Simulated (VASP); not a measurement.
The system is Ca4BeBi.

```
Ca Be Bi
1.0
     0.00000    4.14853    4.14853
     4.14853    0.00000    4.14853
     4.14853    4.14853    0.00000
Ca Be Bi
4 1 1
Direct
  0.37500 0.87500 0.37500
  0.37500 0.37500 0.87500
  0.37500 0.37500 0.37500
  0.87500 0.37500 0.37500
  0.00000 0.00000 0.00000
  0.75000 0.75000 0.75000
```

| Quantity | Value |
| --- | --- |
| Program | VASP 6.6.1 |
| Task | relaxation of cell and atoms |
| Functional | PBE |
| Potentials or basis | VASP PAW PBE potentials, release 64 (Ca_sv, Be, Bi_d) |
| Cutoff | 600 eV |
| k mesh | 4 × 4 × 4 |
| Occupations | gaussian, width 0.1 eV |
| Spin | no spin polarisation |

At the start: pressure 10.8 GPa; volume 23.80 Å³/atom.

Problem. How do energy, volume and symmetry change on relaxing?

Solution. Over 5 steps the energy falls by 268.4 meV/atom and the volume is 34.49 Å³/atom (+44.9 %); space group F-43m (No. 216, to 0.1 Å) before and after.

The path:
```tsv
step	energy change (eV)	largest force (eV/Å)	pressure (GPa)	volume (Å³)
1	0.0000	0.1109	10.83	142.79
2	-1.3964	0.0211	2.73	178.70
3	-1.5925	0.0040	0.56	197.10
4	-1.6087	0.0003	0.22	202.74
5	-1.6102	0.0011	-0.11	206.93
```

Final structure:
```xyz
6
Lattice="0.0000 4.6946 4.6946 4.6946 0.0000 4.6946 4.6946 4.6946 0.0000" Properties=species:S:1:pos:R:3 pbc="T T T"
Ca    5.8625    3.5267    5.8625
Ca    5.8625    5.8625    3.5267
Ca    3.5267    3.5267    3.5267
Ca    3.5267    5.8625    5.8625
Be    0.0000    0.0000    0.0000
Bi    7.0419    7.0419    7.0419
```

Caveat: the volume moved by over 15 % at a fixed basis, so the end points are rough.
